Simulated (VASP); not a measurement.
A run of VASP 6.6.1 is set up as follows.

INCAR

```
SYSTEM = GdAl2N3
  PREC = Accurate
  ENCUT = 520
  EDIFF = 1E-6
  ISMEAR = 0
  SIGMA = 0.1
  LREAL = .False.
  LASPH = .True.
  NELM = 150
  ALGO = Normal
  ISIF = 2
  LWAVE = .False.
  LCHARG = .False.
  ISPIN = 2
  MAGMOM = 7 0 0 0 0 0
  LORBIT = 11
  LMAXMIX = 6
  GGA = PE
  NBANDS = 32
```

The input KPOINTS:

```
Automatic mesh
0
Gamma
  6 6 4
  0 0 0
```

POSCAR

```
GdAl2N3
1.0
    5.1953489700      0.0000000000      0.0000000000
   -2.5976744900      4.4993041900      0.0000000000
    0.0000000000      0.0000000000      3.9490596200
Gd Al N
1 2 3
Direct
    0.0000000000      0.0000000000      0.0000000000
    0.6666666700      0.3333333300      0.0000000000
    0.3333333300      0.6666666700      0.0000000000
    0.5000000000      0.5000000000      0.5000000000
    0.5000000000      0.0000000000      0.5000000000
    0.0000000000      0.5000000000      0.5000000000
```

Potentials or basis: VASP PAW PBE potentials, release 64 (Gd, Al, N).

Launch:

```console
$ cat potpaw_PBE.64/Gd/POTCAR potpaw_PBE.64/Al/POTCAR potpaw_PBE.64/N/POTCAR > POTCAR
$ mpirun -np 1 vasp_std > vasp.out
```

Predict the site moments.

Gd +6.77; Al +0.00; N -0.06 μB.

Estimate the pressure.

-16.2 GPa.

Stress tensor (GPa, compression positive):
```
 -4.21   0.00   0.00
  0.00  -4.21   0.00
  0.00   0.00 -40.17
```

Caveat: the k points lie up to 0.40 Å⁻¹ apart, too coarse for converged energies and pressures of a metal; a cell with one magnetic atom can't hold antiferromagnetic order, which such compounds often take. The state reached can hang on the start; a lower one may exist.
